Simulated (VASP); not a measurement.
Input of a VASP 6.6.1 run:

Contents of INCAR:

```
PREC = Accurate ; ENCUT = 600
EDIFF = 1E-6 ; ISMEAR = 0
SIGMA = 0.2 ; LREAL = F
LASPH = T ; NELM = 120
ALGO = Normal ; ISIF = 2
LWAVE = F ; LCHARG = T
GGA = PE ; LELF = T
LVHAR = T ; NBANDS = 24
GGA_COMPAT = F
```

The input KPOINTS:

```
regular mesh
0
Gamma
  3 3 3
```

File POSCAR:

```
Be3Te4
1.0
    7.6190484852     -0.0000000034      0.0000000000
   -3.8095242397      6.5982895426      0.0000000000
    0.0000000000      0.0000000000      5.7879623159
Be Te
3 4
Direct
    0.5000000000      0.0000000000      0.0000000000
    0.0000000000      0.5000000000      0.0000000000
    0.5000000000      0.5000000000      0.0000000000
    0.3333333333      0.6666666667      0.0000000000
    0.6666666667      0.3333333333      0.0000000000
    0.0000000000      0.0000000000      0.0000000000
    0.0000000000      0.0000000000      0.5000000000
```

Potentials or basis: VASP PAW PBE potentials, release 64 (Be, Te).

The run is started by

```console
$ cat potpaw_PBE.64/Be/POTCAR potpaw_PBE.64/Te/POTCAR > POTCAR
$ mpirun -np 1 vasp_std > vasp.out
```

Question: Predict the pressure.

Answer: 0.7 GPa.

Question: Predict the band gap on the k mesh.

Answer: Zero (bands 15 and 16 overlap by 0.09 eV).

Stress tensor (GPa, compression positive):
```
0.77 0.00 0.00
0.00 0.77 0.00
0.00 0.00 0.51
```

Caveat: the k points lie up to 0.36 Å⁻¹ apart; semilocal functionals underestimate gaps, so a narrow gap can read as zero; spin-orbit coupling is left out, which moves the levels of the heavy elements.
